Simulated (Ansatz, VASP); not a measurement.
## Two plane-wave programs on C

```
C
1.0
     0.00000    1.77683    1.77683
     1.77683    0.00000    1.77683
     1.77683    1.77683    0.00000
C
2
Direct
  0.00000 0.00000 0.00000
  0.25000 0.25000 0.25000
```

Alike in both runs: task single point; functional PBEsol; k mesh 8 × 8 × 8; occupations gaussian, width 0.02 eV; no spin polarisation.

```csv
,VASP,Ansatz
version,VASP 6.6.1,Ansatz 0.2.0
potentials or method,"VASP PAW PBE potentials, release 64 (C), cutoff 600 eV","scalar-relativistic, plane waves, PAW"
valence electrons in the cell,8,8
```

```csv
,VASP,Ansatz,Ansatz less VASP
gap on the k mesh at the Fermi level (eV),4.03,4.04,+0.007
least direct gap on the mesh (eV),5.57,5.57,0.000
pressure (GPa),0.5,0.0,-0.49
```

VASP's potentials were made for PBE, not for PBEsol, and Ansatz warns of the same on its side.
